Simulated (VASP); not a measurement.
# NaH in VASP: a series of runs

Runs on NaH. Level: PBEsol. Tasks: single point.

Everything below comes from runs of VASP 6.6.1. Logs are shortened: lines on timing, memory, paths and dates and some standing lists are left out, and cuts for length are marked.

### 1 The cell of the first run

The cell holds a wire or tube with vacuum around it, 4 atoms: a = 11.300 Å, b = 9.300 Å, c = 4.204 Å, α = 90.00°, β = 90.00°, γ = 90.00°.

### 2 Single point, PBEsol, collinear spin

Input file INCAR:

```
SYSTEM = NaH
PREC     = Accurate       ! precision mode
ENCUT    = 520            ! plane-wave cutoff, eV
EDIFF    = 1E-6           ! SCF threshold, eV
ISMEAR   = 0              ! smearing method
SIGMA    = 0.05           ! smearing width, eV
LREAL    = .False.        ! projectors in reciprocal space
LASPH    = .True.         ! aspherical terms in the spheres
NELM     = 150            ! most SCF steps
ALGO     = Normal         ! electronic algorithm
ISIF     = 2              ! what is computed and relaxed
LWAVE    = .False.        ! write WAVECAR
LCHARG   = .False.        ! write CHGCAR
ISPIN    = 2              ! spin polarisation
MAGMOM   = 0.5 0.5 0 0    ! initial moments
LORBIT   = 11             ! projections on sites
GGA      = PS             ! functional
NBANDS   = 20             ! bands
```

Input file KPOINTS:

```
regular mesh
0
Gamma
  1 1 15
  0 0 0
```

Input file POSCAR:

```
NaH
1.0
   11.3000000000      0.0000000000      0.0000000000
    0.0000000000      9.3000000000      0.0000000000
    0.0000000000      0.0000000000      4.2044948927
Na H
2 2
Direct
    0.3984209856      0.5000000000      0.0000000000
    0.6015790144      0.5000000000      0.5000000000
    0.3936162913      0.5000000000      0.5000000000
    0.6063837087      0.5000000000      0.0000000000
```

Potentials or basis: VASP PAW PBE potentials, release 64 (Na_pv, H).

Run with:

```bash
$ cat potpaw_PBE.64/Na_pv/POTCAR potpaw_PBE.64/H/POTCAR > POTCAR
$ mpirun -np 1 vasp_std > vasp.out
```

OUTCAR:

```text
SYSTEM = NaH
   PREC = Accurate
   ENCUT = 520
   EDIFF = 1E-6
   ISMEAR = 0
   LREAL = .False.
   LASPH = .True.
   NELM = 150
   ISIF = 2
   ISPIN = 2
   LORBIT = 11
   GGA = PS

 ion  position               nearest neighbor table
   1  0.398  0.500  0.000-
   2  0.602  0.500  0.500-
   3  0.394  0.500  0.500-
   4  0.606  0.500  0.000-

  LATTYP: Found a simple orthorhombic cell.
 ALAT       =     4.2044948927
 B/A-ratio  =     2.2119184914
 C/A-ratio  =     2.6875998874

  Lattice vectors:

 A1 = (   0.0000000000,   0.0000000000,  -4.2044948927)
 A2 = (   0.0000000000,   9.3000000000,   0.0000000000)
 A3 = (  11.3000000000,   0.0000000000,   0.0000000000)

Analysis of symmetry for initial positions (statically):
=====================================================================
 Subroutine PRICEL returns:
 Original cell was already a primitive cell.

 Routine SETGRP: Setting up the symmetry group for a
 simple orthorhombic supercell.

 Subroutine GETGRP returns: Found  8 space group operations
 (whereof  4 operations were pure point group operations)
 out of a pool of  8 trial point group operations.

The static configuration has the point symmetry C_2v.
 The point group associated with its full space group is D_2h.

Analysis of symmetry for dynamics (positions and initial velocities):
=====================================================================
 Subroutine PRICEL returns:
 Original cell was already a primitive cell.

 Routine SETGRP: Setting up the symmetry group for a
 simple orthorhombic supercell.

 Subroutine GETGRP returns: Found  8 space group operations
 (whereof  4 operations were pure point group operations)
 out of a pool of  8 trial point group operations.

The dynamic configuration has the point symmetry C_2v.
 The point group associated with its full space group is D_2h.

Analysis of structural, dynamic, and magnetic symmetry:
=====================================================================
 Subroutine PRICEL returns:
 Original cell was already a primitive cell.

 Routine SETGRP: Setting up the symmetry group for a
 simple orthorhombic supercell.

 Subroutine GETGRP returns: Found  8 space group operations
 (whereof  4 operations were pure point group operations)
 out of a pool of  8 trial point group operations.

The overall configuration has the point symmetry C_2v.
 The point group associated with its full space group is D_2h.

 Subroutine INISYM returns: Found  8 space group operations
 (whereof  4 operations are pure point group operations),
 and found     1 'primitive' translations

----------------------------------------------------------------------------------------

                                     Primitive cell

  volume of cell :     441.8504

  direct lattice vectors                    reciprocal lattice vectors
    11.300000000  0.000000000  0.000000000     0.088495575  0.000000000  0.000000000
     0.000000000  9.300000000  0.000000000     0.000000000  0.107526882  0.000000000
     0.000000000  0.000000000  4.204494893     0.000000000  0.000000000  0.237840698

  length of vectors
    11.300000000  9.300000000  4.204494893     0.088495575  0.107526882  0.237840698

  position of ions in fractional coordinates (direct lattice)
     0.398420986  0.500000000  0.000000000
     0.601579014  0.500000000  0.500000000
     0.393616291  0.500000000  0.500000000
     0.606383709  0.500000000  0.000000000

  ion indices of the primitive-cell ions
   primitive index   ion index
                 1           1
                 2           2
                 3           3
                 4           4

----------------------------------------------------------------------------------------

 KPOINTS: regular mesh

Automatic generation of k-mesh.
 Grid dimensions read from file:
 generate k-points for:    1    1   15

 Generating k-lattice:

  Cartesian coordinates                     Fractional coordinates (reciprocal lattice)
     0.088495575  0.000000000  0.000000000     1.000000000  0.000000000  0.000000000
     0.000000000  0.107526882  0.000000000     0.000000000  1.000000000  0.000000000
     0.000000000  0.000000000  0.015856047     0.000000000  0.000000000  0.066666667

  Length of vectors
     0.088495575  0.107526882  0.015856047

  Shift w.r.t. Gamma in fractional coordinates (k-lattice)
     0.000000000  0.000000000  0.000000000

 Subroutine IBZKPT returns following result:
 ===========================================

 Found      8 irreducible k-points:

 Following reciprocal coordinates:
            Coordinates               Weight
  0.000000  0.000000  0.000000      1.000000
  0.000000  0.000000  0.066667      2.000000
  0.000000  0.000000  0.133333      2.000000
  0.000000  0.000000  0.200000      2.000000
  0.000000  0.000000  0.266667      2.000000
  0.000000  0.000000  0.333333      2.000000
  0.000000  0.000000  0.400000      2.000000
  0.000000  0.000000  0.466667      2.000000
   k-points           NKPTS =      8   k-points in BZ     NKDIM =      8   number of bands    NBANDS=     20
   number of dos      NEDOS =    301   number of ions     NIONS =      4
   total plane-waves  NPLWV = 188160
   dimension x,y,z NGX =    84 NGY =   70 NGZ =   32
   dimension x,y,z NGXF=   168 NGYF=  140 NGZF=   64
   ions per type =               2   2
   NGX,Y,Z   is equivalent  to a cutoff of  12.36, 12.51, 12.65 a.u.
   NGXF,Y,Z  is equivalent  to a cutoff of  24.72, 25.03, 25.31 a.u.
 SYSTEM =  NaH
   PREC   = accura    normal or accurate (medium, high low for compatibility)
   ISTART =      0    job   : 0-new  1-cont  2-samecut
   ICHARG =      2    charge: 1-file 2-atom 10-const
   ISPIN  =      2    spin polarized calculation?
   LNONCOLLINEAR =      F non collinear calculations
   LSORBIT =      F    spin-orbit coupling
   LASPH  =      T    aspherical Exc in radial PAW
   ENCUT  =  520.0 eV  38.22 Ry    6.18 a.u.  21.01 17.29  7.82*2*pi/ulx,y,z
   NELM   =    150;   NELMIN=  2; NELMDL= -5     # of ELM steps
   EDIFF  = 0.1E-05   stopping-criterion for ELM
   LREAL  =      F    real-space projection
[... 7 lines left out ...]
   TEBEG  =    0.0;   TEEND  =   0.0 temperature during run
   PSTRESS=    0.0 pullay stress
   NELECT =      16.0000    total number of electrons
   NUPDOWN=      -1.0000    fix difference up-down
   EMIN   =  10.00;   EMAX   =-10.00  energy-range for DOS
   EFERMI =   0.00;   METHOD = LEGACY
   ISMEAR =     0;   SIGMA  =   0.05  broadening in eV -4-tet -1-fermi 0-gaus
   EFERMI_NEDOS =   21; number of points for ismear=-14 and -15
   IALGO  =     38    algorithm
   IMIX   =      4    mixing-type and parameters
     AMIX     =   0.40;   BMIX     =  1.00
     AMIX_MAG =   1.60;   BMIX_MAG =  1.00
  volume/ion in A,a.u.               =     110.46       745.44
  Fermi-wavevector in a.u.,A,eV,Ry     =   0.541614  1.023502  3.991208  0.293346
  Thomas-Fermi vector in A             =   1.569274
   LORBIT       =     11    0 simple, 1 ext, 2 COOP (PROOUT), +10 PAW based schemes
   GGA     = PS    functional components
   LHFCALC =     F    Hartree Fock is set to
   AEXX    =    0.0000 exact exchange contribution
   IVDW    =     0    specifies the selected vdW correction
   LEPSILON=     F    determine dielectric tensor
   LRPA    =     F    only Hartree local field effects (RPA)
 spin polarized calculation
 Gauss-broadening in eV      SIGMA  =   0.05
  energy-cutoff  :      520.00
  volume of cell :      441.85
 maximum number of plane-waves:     11918
   NGX = 43   NGY = 35   NGZ = 15

 number of electron      15.9999979 magnetization       0.0000808

 number of electron      15.9999979 magnetization      -0.0000320

 Free energy of the ion-electron system (eV)
  ---------------------------------------------------
  ext. energy  EPLUGINS =         0.00000000
  ---------------------------------------------------
  free energy    TOTEN  =        -9.06377858 eV

  energy without entropy =       -9.06377858  energy(sigma->0) =       -9.06377858

 E-fermi :  -3.8180     XC(G=0):  -1.9551

 val. band max:       -4.0484145747   @ k =   0.0000   0.0000   0.2667
 cond. band min:      -0.2839868588   @ k =   0.0000   0.0000   0.0000
 fundamental gap:      3.7644277160
 Fermi energy:        -3.8180352404

 spin component 1

 k-point     1 :       0.0000    0.0000    0.0000
  band No.  band energies     occupation
      1     -26.5421      1.00000
      2     -26.5300      1.00000
      3     -26.5113      1.00000
      4     -26.4583      1.00000
      5     -26.3979      1.00000
      6     -26.3551      1.00000
[... 12 lines left out ...]
     19       4.1092      0.00000
     20       4.6513      0.00000
[... 139 lines left out ...]
 k-point     8 :       0.0000    0.0000    0.4667
  band No.  band energies     occupation
      1     -26.5362      1.00000
      2     -26.5349      1.00000
      3     -26.4961      1.00000
      4     -26.4914      1.00000
      5     -26.3796      1.00000
      6     -26.3760      1.00000
[... 12 lines left out ...]
     19       3.6076      0.00000
     20       3.7186      0.00000
 Fermi energy:        -3.8180352404

 spin component 2

 k-point     1 :       0.0000    0.0000    0.0000
  band No.  band energies     occupation
      1     -26.5421      1.00000
      2     -26.5300      1.00000
      3     -26.5113      1.00000
      4     -26.4583      1.00000
      5     -26.3979      1.00000
      6     -26.3551      1.00000
[... 12 lines left out ...]
     19       4.1091      0.00000
     20       4.6513      0.00000
[... 139 lines left out ...]
 k-point     8 :       0.0000    0.0000    0.4667
  band No.  band energies     occupation
      1     -26.5362      1.00000
      2     -26.5349      1.00000
      3     -26.4961      1.00000
      4     -26.4914      1.00000
      5     -26.3796      1.00000
      6     -26.3760      1.00000
[... 12 lines left out ...]
     19       3.6076      0.00000
     20       3.7188      0.00000

------------------------ aborting loop because EDIFF is reached ----------------------------------------

  FORCE on cell =-STRESS in cart. coord.  units (eV):
  Direction    XX          YY          ZZ          XY          YZ          ZX
  --------------------------------------------------------------------------------------
  -------------------------------------------------------------------------------------
  Total        0.0176464     -0.0472453     -0.0099759      0.0000000      0.0000000      0.0000000
  in kB        0.0639871     -0.1713143     -0.0361732      0.0000000      0.0000000      0.0000000
  external PRESSURE =      -0.0478335 kB  Pullay stress =       0.0000000 kB

 VOLUME and BASIS-vectors are now :
 -----------------------------------------------------------------------------
  energy-cutoff  :      520.00
  volume of cell :      441.85
      direct lattice vectors                 reciprocal lattice vectors
    11.300000000  0.000000000  0.000000000     0.088495575  0.000000000  0.000000000
     0.000000000  9.300000000  0.000000000     0.000000000  0.107526882  0.000000000
     0.000000000  0.000000000  4.204494893     0.000000000  0.000000000  0.237840698

 POSITION                                       TOTAL-FORCE (eV/Angst)
 -----------------------------------------------------------------------------------
      4.50216      4.65000      0.00000        -0.011941      0.000000      0.000000
      6.79784      4.65000      2.10225         0.011941      0.000000      0.000000
      4.44786      4.65000      2.10225        -0.001872      0.000000      0.000000
      6.85214      4.65000      0.00000         0.001872      0.000000      0.000000
 -----------------------------------------------------------------------------------
    total drift:                                0.000000      0.000000      0.000000

  FREE ENERGIE OF THE ION-ELECTRON SYSTEM (eV)
  ---------------------------------------------------
  free  energy   TOTEN  =        -9.0637785807 eV

  energy  without entropy=       -9.0637785807  energy(sigma->0) =       -9.06377858

 total charge

# of ion       s       p       d       tot
------------------------------------------
    1        0.073   5.986   0.000   6.058
    2        0.073   5.986   0.000   6.058
    3        0.503   0.000   0.000   0.504
    4        0.503   0.000   0.000   0.504
--------------------------------------------------
tot          1.152  11.972   0.000  13.124

 magnetization (x)

# of ion       s       p       d       tot
------------------------------------------
    1       -0.000   0.000   0.000  -0.000
    2       -0.000   0.000   0.000  -0.000
    3        0.000  -0.000   0.000   0.000
    4        0.000  -0.000   0.000   0.000
--------------------------------------------------
tot          0.000   0.000   0.000   0.000
```

It took 2.7 min on 1 thread of Oxide Virtual Turin-like, shared host; peak memory 0.59 GiB.

Results:

- Free energy: -9.0638 eV
- Largest force: 0.012 eV/Å
- Band gap on the k mesh: 3.76 eV (least direct gap 3.86 eV)
- Net moment: 0.00 μB per cell
- Valence electrons inside the program's atomic spheres: Na 6.06; H 0.50

Forces in eV/Å, atoms in the order of the input:
```
Na  -0.012  0.000  0.000
Na   0.012  0.000  0.000
H   -0.002  0.000  0.000
H    0.002  0.000  0.000
```

Caveat: the PAW data sets were made with another functional, which shifts forces and pressure a little.

### 3 Single point, PBEsol, collinear spin

This run uses another cell than the first one.

Input file INCAR:

```
ALGO = Normal ; EDIFF = 1E-6
ENCUT = 520 ; GGA = PS
ISIF = 2 ; ISMEAR = 0
ISPIN = 2 ; LASPH = T
LCHARG = T ; LELF = T
LORBIT = 11 ; LREAL = F
LVHAR = T ; LWAVE = F
MAGMOM = 0.5 0.5 0 0 ; NBANDS = 20
NELM = 150 ; PREC = Accurate
SIGMA = 0.05
```

Input file KPOINTS:

```
k-points
0
Gamma
  1 1 15
```

Input file POSCAR:

```
NaH
1.0
   11.3000000000      0.0000000000      0.0000000000
    0.0000000000      9.3000000000      0.0000000000
    0.0000000000      0.0000000000      4.3122397648
Na H
2 2
Direct
    0.3998262887      0.5000000000      0.0000000000
    0.6001737113      0.5000000000      0.5000000000
    0.3998262887      0.5000000000      0.5000000000
    0.6001737113      0.5000000000      0.0000000000
```

Potentials or basis: VASP PAW PBE potentials, release 64 (Na_pv, H).

Run with:

```bash
$ cat potpaw_PBE.64/Na_pv/POTCAR potpaw_PBE.64/H/POTCAR > POTCAR
$ mpirun -np 1 vasp_std > vasp.out
```

Run time: 2.7 min. Hardware: 1 thread of Oxide Virtual Turin-like, shared host; peak memory 0.6 GiB.

The run converged. Its results:

```
Free energy                                           : -9.0460 eV
Largest force                                         : 0.116 eV/Å
Band gap on the k mesh                                : 3.63 eV (least direct gap 3.68 eV)
Net moment                                            : 0.00 μB per cell
Valence electrons inside the program's atomic spheres : Na 6.05; H 0.50
```

Forces in eV/Å, atoms in the order of the input:
```
Na  -0.007  0.000  0.000
Na   0.007  0.000  0.000
H   -0.116  0.000  0.000
H    0.116  0.000  0.000
```

Levels at points of the mesh, in eV from the valence-band top:
Spin up:
```csv
k point,band 4,band 5,band 6,band 7,band 8,band 9,band 10,band 11,band 12,band 13
"(0.00, 0.00, 0.00)",-22.52,-22.47,-22.42,-1.62,-0.04,3.63,3.76,4.42,4.54,5.35
```
Spin down:
| k point | band 5 | band 6 | band 7 | band 8 | band 9 | band 10 | band 11 | band 12 |
| --- | --- | --- | --- | --- | --- | --- | --- | --- |
| (0.00, 0.00, 0.00) | -22.47 | -22.42 | -1.62 | -0.04 | 3.63 | 3.76 | 4.42 | 4.54 |

Caveat: the PAW data sets were made with another functional, which shifts forces and pressure a little.
